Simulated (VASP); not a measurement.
# C (P6_3/mmc) in VASP: notebook, part 2 of 2

VASP 6.6.1.

## 3. Single point, LDA

INCAR reads:

```
SYSTEM = C
ALGO = Normal
EDIFF = 1E-6
ENCUT = 520
GGA = CA
ISIF = 2
ISMEAR = 0
LASPH = .True.
LCHARG = .True.
LELF = .True.
LREAL = .False.
LVHAR = .True.
LWAVE = .False.
NBANDS = 16
NELM = 80
PREC = Accurate
SIGMA = 0.01
```

KPOINTS reads:

```
k-points
0
Gamma
  9 9 6
  0 0 0
```

POSCAR reads:

```
C
1.0
    2.4830358874      0.0000000000      0.0000000000
   -1.2415179437      2.1503721570      0.0000000000
    0.0000000000      0.0000000000      4.1358820514
C
4
Direct
    0.3333333333      0.6666666667     -0.0001691602
    0.6666666667      0.3333333333      0.4998308398
    0.3333333333      0.6666666667      0.3741691602
    0.6666666667      0.3333333333      0.8741691602
```

Potentials or basis: VASP PAW LDA potentials, release 64 (C).

The run is started by

```sh
> cat potpaw_LDA.64/C/POTCAR > POTCAR
> mpirun -np 1 vasp_std > vasp.out
```

OUTCAR:

```text
SYSTEM = C
   EDIFF = 1E-6
   ENCUT = 520
   GGA = CA
   ISIF = 2
   ISMEAR = 0
   LASPH = .True.
   LREAL = .False.
   NELM = 80
   PREC = Accurate

 ion  position               nearest neighbor table
   1  0.333  0.667  1.000-   4 1.52   4 1.52   4 1.52   3 1.55
   2  0.667  0.333  0.500-   3 1.52   3 1.52   3 1.52   4 1.55
   3  0.333  0.667  0.374-   2 1.52   2 1.52   2 1.52   1 1.55
   4  0.667  0.333  0.874-   1 1.52   1 1.52   1 1.52   2 1.55

  LATTYP: Found a hexagonal cell.
 ALAT       =     2.4830358874
 C/A-ratio  =     1.6656553666

  Lattice vectors:

 A1 = (   2.4830358874,   0.0000000000,   0.0000000000)
 A2 = (  -1.2415179437,   2.1503721570,   0.0000000000)
 A3 = (   0.0000000000,   0.0000000000,   4.1358820514)

Analysis of symmetry for initial positions (statically):
=====================================================================
 Subroutine PRICEL returns:
 Original cell was already a primitive cell.

 Routine SETGRP: Setting up the symmetry group for a
 hexagonal supercell.

 Subroutine GETGRP returns: Found 24 space group operations
 (whereof  6 operations were pure point group operations)
 out of a pool of 24 trial point group operations.

The static configuration has the point symmetry C_3v.
 The point group associated with its full space group is D_6h.

Analysis of symmetry for dynamics (positions and initial velocities):
=====================================================================
 Subroutine PRICEL returns:
 Original cell was already a primitive cell.

 Routine SETGRP: Setting up the symmetry group for a
 hexagonal supercell.

 Subroutine GETGRP returns: Found 24 space group operations
[... 118 lines left out ...]
   PSTRESS=    0.0 pullay stress
   NELECT =      16.0000    total number of electrons
   NUPDOWN=      -1.0000    fix difference up-down
   EMIN   =  10.00;   EMAX   =-10.00  energy-range for DOS
   EFERMI =   0.00;   METHOD = LEGACY
   ISMEAR =     0;   SIGMA  =   0.01  broadening in eV -4-tet -1-fermi 0-gaus
   EFERMI_NEDOS =   21; number of points for ismear=-14 and -15
   IALGO  =     38    algorithm
   IMIX   =      4    mixing-type and parameters
     AMIX     =   0.40;   BMIX     =  1.00
     AMIX_MAG =   1.60;   BMIX_MAG =  1.00
  volume/ion in A,a.u.               =       5.52        37.26
  Fermi-wavevector in a.u.,A,eV,Ry     =   1.470370  2.778596 29.415623  2.161987
  Thomas-Fermi vector in A             =   2.585635
   LORBIT       =      0    0 simple, 1 ext, 2 COOP (PROOUT), +10 PAW based schemes
   GGA     = CA    functional components
   LHFCALC =     F    Hartree Fock is set to
   AEXX    =    0.0000 exact exchange contribution
   IVDW    =     0    specifies the selected vdW correction
   LEPSILON=     F    determine dielectric tensor
   LRPA    =     F    only Hartree local field effects (RPA)
 non-spin polarized calculation
 Gauss-broadening in eV      SIGMA  =   0.01
  energy-cutoff  :      520.00
  volume of cell :       22.08
 maximum number of plane-waves:       605
   NGX =  9   NGY =  9   NGZ = 15

 number of electron      15.9999992 magnetization

 Free energy of the ion-electron system (eV)
  ---------------------------------------------------
  ext. energy  EPLUGINS =         0.00000000
  ---------------------------------------------------
  free energy    TOTEN  =       -40.38971545 eV

  energy without entropy =      -40.38971545  energy(sigma->0) =      -40.38971545

 E-fermi :  10.4737     XC(G=0): -13.6248

 val. band max:       10.4282392978   @ k =   0.0000   0.0000   0.0000
 cond. band min:      13.4358611733   @ k =   0.3333   0.3333   0.0000
 fundamental gap:      3.0076218756
 Fermi energy:        10.4736829073

 k-point     1 :       0.0000    0.0000    0.0000
  band No.  band energies     occupation
      1     -11.5802      2.00000
      2      -5.7997      2.00000
      3      -3.5733      2.00000
      4       7.2780      2.00000
      5       7.2780      2.00000
      6       9.9078      2.00000
[... 433 lines left out ...]
      3      -0.8648      2.00000
      4      -0.1041      2.00000
      5      -0.1041      2.00000
      6       2.7217      2.00000
[... 8 lines left out ...]
     15      26.2837      0.00000
     16      26.2837      0.00000

 [... further k-points ...]
[... 5 lines left out ...]
  --------------------------------------------------------------------------------------
  -------------------------------------------------------------------------------------
  Total        0.2422872      0.2422872      0.2335601      0.0000000      0.0000000     -0.0000000
  in kB       17.5782745     17.5782745     16.9451163      0.0000000      0.0000000     -0.0000000
  external PRESSURE =      17.3672218 kB  Pullay stress =       0.0000000 kB

 VOLUME and BASIS-vectors are now :
 -----------------------------------------------------------------------------
  energy-cutoff  :      520.00
  volume of cell :       22.08
      direct lattice vectors                 reciprocal lattice vectors
     2.483035887  0.000000000  0.000000000     0.402732802  0.232517892  0.000000000
    -1.241517944  2.150372157  0.000000000     0.000000000  0.465035783  0.000000000
     0.000000000  0.000000000  4.135882051     0.000000000  0.000000000  0.241786392

 POSITION                                       TOTAL-FORCE (eV/Angst)
 -----------------------------------------------------------------------------------
     -0.00000      1.43358      4.13518         0.000000     -0.000000      0.004715
      1.24152      0.71679      2.06724        -0.000000      0.000000      0.004715
     -0.00000      1.43358      1.54752         0.000000     -0.000000     -0.004715
      1.24152      0.71679      3.61546        -0.000000     -0.000000     -0.004715
 -----------------------------------------------------------------------------------
    total drift:                               -0.000000      0.000000      0.000001

  FREE ENERGIE OF THE ION-ELECTRON SYSTEM (eV)
  ---------------------------------------------------
  free  energy   TOTEN  =       -40.3897154454 eV

  energy  without entropy=      -40.3897154454  energy(sigma->0) =      -40.38971545
```

stdout:

```text
POSCAR found type information on POSCAR C
 POSCAR found :  1 types and       4 ions
 scaLAPACK will be used
 LDA part: xc-table for (Slater(with rela. corr.)+CA(PZ))
 , standard interpolation
 POSCAR, INCAR and KPOINTS ok, starting setup
 FFT: planning ... GRIDC
 FFT: planning ... GRID_SOFT
 FFT: planning ... GRID
 WAVECAR not read
 entering main loop
```

Wall time 21 s (1 thread of Intel Xeon 8259CL, shared host); peak memory 0.12 GiB.

What came out:

```
Free energy            : -40.3897 eV
Pressure               : 1.7 GPa
Largest force          : 0.005 eV/Å
Band gap on the k mesh : 3.01 eV, indirect (least direct gap 4.97 eV)
```

Forces in eV/Å, atoms in the order of the input:
```
C    0.000  0.000  0.005
C    0.000  0.000  0.005
C    0.000  0.000 -0.005
C    0.000  0.000 -0.005
```

## 4. Single point, LDA

INCAR reads:

```
PREC = Accurate
ENCUT = 520
EDIFF = 1E-6
ISMEAR = 0
SIGMA = 0.01
LREAL = F
LASPH = T
NELM = 60
ALGO = Normal
ISIF = 2
LWAVE = F
LCHARG = F
NBANDS = 16
```

KPOINTS reads:

```
Automatic mesh
0
Gamma
  9 9 6
```

POSCAR is that of step 3.

Potentials or basis: VASP PAW LDA potentials, release 64 (C).

The run is started by

```sh
> cat potpaw_LDA.64/C/POTCAR > POTCAR
> mpirun -np 1 vasp_std > vasp.out
```

OUTCAR:

```text
PREC = Accurate
   ENCUT = 520
   EDIFF = 1E-6
   ISMEAR = 0
   LREAL = F
   LASPH = T
   NELM = 60
   ISIF = 2

 ion  position               nearest neighbor table
   1  0.333  0.667  1.000-   4 1.52   4 1.52   4 1.52   3 1.55
   2  0.667  0.333  0.500-   3 1.52   3 1.52   3 1.52   4 1.55
   3  0.333  0.667  0.374-   2 1.52   2 1.52   2 1.52   1 1.55
   4  0.667  0.333  0.874-   1 1.52   1 1.52   1 1.52   2 1.55

  LATTYP: Found a hexagonal cell.
 ALAT       =     2.4830358874
 C/A-ratio  =     1.6656553666

  Lattice vectors:

 A1 = (   2.4830358874,   0.0000000000,   0.0000000000)
 A2 = (  -1.2415179437,   2.1503721570,   0.0000000000)
 A3 = (   0.0000000000,   0.0000000000,   4.1358820514)

Analysis of symmetry for initial positions (statically):
=====================================================================
 Subroutine PRICEL returns:
 Original cell was already a primitive cell.

 Routine SETGRP: Setting up the symmetry group for a
 hexagonal supercell.

 Subroutine GETGRP returns: Found 24 space group operations
 (whereof  6 operations were pure point group operations)
 out of a pool of 24 trial point group operations.

The static configuration has the point symmetry C_3v.
 The point group associated with its full space group is D_6h.

Analysis of symmetry for dynamics (positions and initial velocities):
=====================================================================
 Subroutine PRICEL returns:
 Original cell was already a primitive cell.

 Routine SETGRP: Setting up the symmetry group for a
 hexagonal supercell.

 Subroutine GETGRP returns: Found 24 space group operations
 (whereof  6 operations were pure point group operations)
 out of a pool of 24 trial point group operations.

The dynamic configuration has the point symmetry C_3v.
 The point group associated with its full space group is D_6h.

 Subroutine INISYM returns: Found 24 space group operations
 (whereof  6 operations are pure point group operations),
 and found     1 'primitive' translations

----------------------------------------------------------------------------------------

                                     Primitive cell

  volume of cell :      22.0833

  direct lattice vectors                    reciprocal lattice vectors
     2.483035887  0.000000000  0.000000000     0.402732802  0.232517892  0.000000000
    -1.241517944  2.150372157  0.000000000     0.000000000  0.465035783  0.000000000
     0.000000000  0.000000000  4.135882051     0.000000000  0.000000000  0.241786392

  length of vectors
     2.483035887  2.483035887  4.135882051     0.465035783  0.465035783  0.241786392

  position of ions in fractional coordinates (direct lattice)
     0.333333333  0.666666667  0.999830840
     0.666666667  0.333333333  0.499830840
     0.333333333  0.666666667  0.374169160
     0.666666667  0.333333333  0.874169160

  ion indices of the primitive-cell ions
   primitive index   ion index
                 1           1
                 2           2
                 3           3
                 4           4

----------------------------------------------------------------------------------------

 KPOINTS: Automatic mesh

Automatic generation of k-mesh.
[... 24 lines left out ...]
  0.111111  0.000000  0.000000      6.000000
  0.222222 -0.000000  0.000000      6.000000
  0.333333 -0.000000  0.000000      6.000000
  0.444444 -0.000000  0.000000      6.000000
  0.111111  0.111111  0.000000      6.000000
[... 16 lines left out ...]
  0.333333  0.222222  0.166667     24.000000
  0.333333  0.333333  0.166667      4.000000
 [... further k-points ...]
   k-points           NKPTS =     48   k-points in BZ     NKDIM =     48   number of bands    NBANDS=     16
   number of dos      NEDOS =    301   number of ions     NIONS =      4
   total plane-waves  NPLWV =  10368
   dimension x,y,z NGX =    18 NGY =   18 NGZ =   32
   dimension x,y,z NGXF=    36 NGYF=   36 NGZF=   64
   ions per type =               4
   NGX,Y,Z   is equivalent  to a cutoff of  12.05, 12.05, 12.86 a.u.
   NGXF,Y,Z  is equivalent  to a cutoff of  24.10, 24.10, 25.73 a.u.
 SYSTEM =  unknown system
   PREC   = accura    normal or accurate (medium, high low for compatibility)
   ISTART =      0    job   : 0-new  1-cont  2-samecut
   ICHARG =      2    charge: 1-file 2-atom 10-const
   ISPIN  =      1    spin polarized calculation?
   LNONCOLLINEAR =      F non collinear calculations
   LSORBIT =      F    spin-orbit coupling
   LASPH  =      T    aspherical Exc in radial PAW
   ENCUT  =  520.0 eV  38.22 Ry    6.18 a.u.   4.62  4.62  7.69*2*pi/ulx,y,z
   NELM   =     60;   NELMIN=  2; NELMDL= -5     # of ELM steps
   EDIFF  = 0.1E-05   stopping-criterion for ELM
   LREAL  =      F    real-space projection
   EDIFFG = 0.1E-04   stopping-criterion for IOM
   NSW    =      0    number of steps for IOM
   IBRION =     -1    ionic relax: 0-MD 1-quasi-New 2-CG
   NFREE  =      0    steps in history (QN), initial steepest desc. (CG)
   ISIF   =      2    stress and relaxation
   ISYM   =      2    0-nonsym 1-usesym 2-fastsym
   POTIM  = 0.5000    time-step for ionic-motion
   TEBEG  =    0.0;   TEEND  =   0.0 temperature during run
   PSTRESS=    0.0 pullay stress
   NELECT =      16.0000    total number of electrons
   NUPDOWN=      -1.0000    fix difference up-down
   EMIN   =  10.00;   EMAX   =-10.00  energy-range for DOS
   EFERMI =   0.00;   METHOD = LEGACY
   ISMEAR =     0;   SIGMA  =   0.01  broadening in eV -4-tet -1-fermi 0-gaus
   EFERMI_NEDOS =   21; number of points for ismear=-14 and -15
   IALGO  =     38    algorithm
   IMIX   =      4    mixing-type and parameters
     AMIX     =   0.40;   BMIX     =  1.00
     AMIX_MAG =   1.60;   BMIX_MAG =  1.00
  volume/ion in A,a.u.               =       5.52        37.26
  Fermi-wavevector in a.u.,A,eV,Ry     =   1.470370  2.778596 29.415623  2.161987
  Thomas-Fermi vector in A             =   2.585635
   LORBIT       =      0    0 simple, 1 ext, 2 COOP (PROOUT), +10 PAW based schemes
   GGA     = CA    functional components
   LHFCALC =     F    Hartree Fock is set to
   AEXX    =    0.0000 exact exchange contribution
   IVDW    =     0    specifies the selected vdW correction
   LEPSILON=     F    determine dielectric tensor
   LRPA    =     F    only Hartree local field effects (RPA)
 non-spin polarized calculation
 Gauss-broadening in eV      SIGMA  =   0.01
  energy-cutoff  :      520.00
  volume of cell :       22.08
 maximum number of plane-waves:       605
   NGX =  9   NGY =  9   NGZ = 15

 number of electron      15.9999992 magnetization

 Free energy of the ion-electron system (eV)
  ---------------------------------------------------
  ext. energy  EPLUGINS =         0.00000000
  ---------------------------------------------------
  free energy    TOTEN  =       -40.38971545 eV

  energy without entropy =      -40.38971545  energy(sigma->0) =      -40.38971545

 E-fermi :  10.4737     XC(G=0): -13.6248

 val. band max:       10.4282392978   @ k =   0.0000   0.0000   0.0000
 cond. band min:      13.4358611733   @ k =   0.3333   0.3333   0.0000
 fundamental gap:      3.0076218756
 Fermi energy:        10.4736829073

 k-point     1 :       0.0000    0.0000    0.0000
  band No.  band energies     occupation
      1     -11.5802      2.00000
      2      -5.7997      2.00000
      3      -3.5733      2.00000
      4       7.2780      2.00000
      5       7.2780      2.00000
      6       9.9078      2.00000
[... 433 lines left out ...]
      3      -0.8648      2.00000
      4      -0.1041      2.00000
      5      -0.1041      2.00000
      6       2.7217      2.00000
[... 8 lines left out ...]
     15      26.2837      0.00000
     16      26.2837      0.00000

 [... further k-points ...]

------------------------ aborting loop because EDIFF is reached ----------------------------------------

  FORCE on cell =-STRESS in cart. coord.  units (eV):
  Direction    XX          YY          ZZ          XY          YZ          ZX
  --------------------------------------------------------------------------------------
  -------------------------------------------------------------------------------------
  Total        0.2422872      0.2422872      0.2335601      0.0000000      0.0000000     -0.0000000
  in kB       17.5782745     17.5782745     16.9451163      0.0000000      0.0000000     -0.0000000
  external PRESSURE =      17.3672218 kB  Pullay stress =       0.0000000 kB

 VOLUME and BASIS-vectors are now :
 -----------------------------------------------------------------------------
  energy-cutoff  :      520.00
  volume of cell :       22.08
      direct lattice vectors                 reciprocal lattice vectors
     2.483035887  0.000000000  0.000000000     0.402732802  0.232517892  0.000000000
    -1.241517944  2.150372157  0.000000000     0.000000000  0.465035783  0.000000000
     0.000000000  0.000000000  4.135882051     0.000000000  0.000000000  0.241786392

 POSITION                                       TOTAL-FORCE (eV/Angst)
 -----------------------------------------------------------------------------------
     -0.00000      1.43358      4.13518         0.000000     -0.000000      0.004715
      1.24152      0.71679      2.06724        -0.000000      0.000000      0.004715
     -0.00000      1.43358      1.54752         0.000000     -0.000000     -0.004715
      1.24152      0.71679      3.61546        -0.000000     -0.000000     -0.004715
 -----------------------------------------------------------------------------------
    total drift:                               -0.000000      0.000000      0.000001

  FREE ENERGIE OF THE ION-ELECTRON SYSTEM (eV)
  ---------------------------------------------------
  free  energy   TOTEN  =       -40.3897154454 eV

  energy  without entropy=      -40.3897154454  energy(sigma->0) =      -40.38971545
```

OSZICAR:

```text
N       E                     dE             d eps       ncg     rms          rms(c)
DAV:   1     0.170561125669E+02    0.17056E+02   -0.83643E+03  1536   0.981E+02
DAV:   2    -0.402717810547E+02   -0.57328E+02   -0.53477E+02  2176   0.190E+02
DAV:   3    -0.421185711560E+02   -0.18468E+01   -0.18407E+01  1872   0.285E+01
DAV:   4    -0.421257327107E+02   -0.71616E-02   -0.71605E-02  1936   0.229E+00
DAV:   5    -0.421257678833E+02   -0.35173E-04   -0.35172E-04  1888   0.141E-01    0.833E+00
DAV:   6    -0.408387631181E+02    0.12870E+01   -0.81813E-01  1776   0.561E+00    0.484E+00
DAV:   7    -0.403906011665E+02    0.44816E+00   -0.91988E-01  1944   0.611E+00    0.106E+00
DAV:   8    -0.403897460062E+02    0.85516E-03   -0.18357E-02  1640   0.928E-01    0.491E-02
DAV:   9    -0.403897118112E+02    0.34195E-04   -0.10042E-04  1936   0.793E-02    0.285E-02
DAV:  10    -0.403897156233E+02   -0.38121E-05   -0.62432E-06  1944   0.186E-02    0.644E-03
DAV:  11    -0.403897154454E+02    0.17785E-06   -0.55587E-07  1280   0.489E-03
   1 F= -.40389715E+02 E0= -.40389715E+02  d E =-.249441E-13
```

stdout:

```text
POSCAR found type information on POSCAR C
 POSCAR found :  1 types and       4 ions
 scaLAPACK will be used
 LDA part: xc-table for (Slater(with rela. corr.)+CA(PZ))
 , standard interpolation
 POSCAR, INCAR and KPOINTS ok, starting setup
 FFT: planning ... GRIDC
 FFT: planning ... GRID_SOFT
 FFT: planning ... GRID
 WAVECAR not read
 entering main loop
```

Wall time 20 s (1 thread of Intel Xeon 8259CL, shared host); peak memory 0.12 GiB.

What came out:

| Quantity | Value |
| --- | --- |
| Free energy | -40.3897 eV |
| Pressure | 1.7 GPa |
| Largest force | 0.005 eV/Å |
| Band gap on the k mesh | 3.01 eV, indirect (least direct gap 4.97 eV) |

Forces in eV/Å, atoms in the order of the input:
```
C    0.000  0.000  0.005
C    0.000  0.000  0.005
C    0.000  0.000 -0.005
C    0.000  0.000 -0.005
```

A k mesh can miss the band edges. As with any semilocal functional, this LDA gap is likely too small.
